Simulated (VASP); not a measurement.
Write the native input for VASP 6.6.1 that does the following.

| Property | Result |
| --- | --- |
| Task | single point |
| Functional | HSE06 |
| Potentials or basis | VASP PAW PBE potentials, release 64 (Ga_d, F) |
| Cutoff | 520 eV |
| k mesh | 4 × 4 × 4 |
| Occupations | fermi-dirac, width 0.05 eV |
| Spin | non-collinear spin, zero start, spin-orbit coupling |
| Starting moments | [[0.0, 0.0, 0.0], [0.0, 0.0, 0.0]] μB |
| Dipole correction | no |
| Grid for exact exchange (PRECFOCK) | Normal |
| Further INCAR settings | ALGO = Normal; EDIFF = 1e-07; NBANDS = 32 |
| Share of exact exchange | 0.25 |
| Screening parameter | 0.2079 1/Å |

The system is GaF.

```
Ga F
1.0
     3.16592    0.00000    0.00000
     0.00000    3.16592    0.00000
     0.00000    0.00000    3.16592
Ga F
1 1
Cartesian
  0.0000 0.0000 0.0000
  1.5830 1.5830 1.5830
```

One way to write it, as run:

POSCAR

```
GaF
1.0
    3.1659200000      0.0000000000      0.0000000000
    0.0000000000      3.1659200000      0.0000000000
    0.0000000000      0.0000000000      3.1659200000
Ga F
1 1
Direct
    0.0000000000      0.0000000000      0.0000000000
    0.5000000000      0.5000000000      0.5000000000
```

INCAR.step1

```
ALGO     = Normal         # electronic algorithm
EDIFF    = 1E-5           # SCF threshold, eV
ENCUT    = 520            # plane-wave cutoff, eV
GGA      = PE             # functional
GGA_COMPAT= False        
ISIF     = 2              # what is computed and relaxed
ISMEAR   = -1             # smearing method
LASPH    = True           # aspherical terms in the spheres
LCHARG   = False          # write CHGCAR
LORBIT   = 11             # projections on sites
LORBMOM  = True         
LREAL    = False          # projectors in reciprocal space
LSORBIT  = True           # spin-orbit coupling
LWAVE    = True           # write WAVECAR
MAGMOM   = 0 0 0 0 0 0    # initial moments
NBANDS   = 32             # bands
NELM     = 150            # most SCF steps
PREC     = Accurate       # precision mode
SIGMA    = 0.05           # smearing width, eV
```

INCAR.step2

```
ALGO     = Normal         # electronic algorithm
EDIFF    = 1E-7           # SCF threshold, eV
ENCUT    = 520            # plane-wave cutoff, eV
GGA      = PE             # functional
GGA_COMPAT= False        
HFSCREEN = 0.2079         # screening, 1/A
ISIF     = 2              # what is computed and relaxed
ISMEAR   = -1             # smearing method
ISTART   = 1            
LASPH    = True           # aspherical terms in the spheres
LCHARG   = False          # write CHGCAR
LHFCALC  = True           # exact exchange
LORBIT   = 11             # projections on sites
LORBMOM  = True         
LREAL    = False          # projectors in reciprocal space
LSORBIT  = True           # spin-orbit coupling
LWAVE    = False          # write WAVECAR
MAGMOM   = 0 0 0 0 0 0    # initial moments
NBANDS   = 32             # bands
NELM     = 150            # most SCF steps
PREC     = Accurate       # precision mode
PRECFOCK = Normal       
SIGMA    = 0.05           # smearing width, eV
```

KPOINTS

```
k-points
0
Gamma
  4 4 4
```

Potentials or basis: VASP PAW PBE potentials, release 64 (Ga_d, F).

The run is started by

```bash
$ cat potpaw_PBE.64/Ga_d/POTCAR potpaw_PBE.64/F/POTCAR > POTCAR
$ cp INCAR.step1 INCAR
$ mpirun -np 1 vasp_ncl > vasp.out
$ cp INCAR.step2 INCAR
$ mpirun -np 1 vasp_ncl > vasp.out
```

Results of the run:

```json
{"Pressure": "0.2 GPa", "Net moment": "0.00 μB per cell", "Valence electrons inside the program's atomic spheres": "Ga 11.34; F 6.08"}
```

Caveat: the k points lie up to 0.50 Å⁻¹ apart; the PAW data sets were made with another functional, which shifts forces and pressure a little.

It took 28 min on 1 thread of Intel(R) Xeon(R) Platinum 8488C (Sapphire Rapids) (shared host), peak memory 0.32 GiB.
